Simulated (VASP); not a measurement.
CdS (Greenockite): single point with PBEsol

The system is CdS (Greenockite).

```
Cd S
1.0
     4.08279    0.00000    0.00000
    -2.04139    3.53580    0.00000
     0.00000    0.00000    6.64154
Cd S
2 2
Direct
  0.33333 0.66667 0.99923
  0.66667 0.33333 0.49923
  0.33333 0.66667 0.37577
  0.66667 0.33333 0.87577
```

```
Program                : VASP 6.6.1
Task                   : single point
Functional             : PBEsol
Potentials or basis    : VASP PAW PBE potentials, release 64 (Cd, S)
Cutoff                 : 520 eV
k mesh                 : 6 × 6 × 4
Occupations            : gaussian, width 0.01 eV
Spin                   : non-collinear spin, zero start, spin-orbit coupling
Starting moments       : [[0.0, 0.0, 0.0], [0.0, 0.0, 0.0], [0.0, 0.0, 0.0], [0.0, 0.0, 0.0]] μB
Dipole correction      : no
Further INCAR settings : ALGO = Normal; EDIFF = 1e-07; NBANDS = 50
```

```json
{"Pressure": "2.4 GPa", "Net moment": "0.00 μB per cell", "Valence electrons inside the program's atomic spheres": "Cd 10.35; S 3.71"}
```

Forces on the atoms (eV/Å):
```
Cd   0.000  0.000  0.003
Cd   0.000  0.000  0.003
S    0.000  0.000 -0.003
S    0.000  0.000 -0.003
```

Moments on the atoms (μB; x, y, z):
```
Cd  0.00 0.00 0.00
Cd  0.00 0.00 0.00
S   0.00 0.00 0.00
S   0.00 0.00 0.00
```

Run time: 9.5 min on 1 thread of Oxide Virtual Turin-like Processor, on a shared host, peak memory 0.44 GiB.

Caveat: the PAW data sets were made with another functional, which shifts forces and pressure a little.
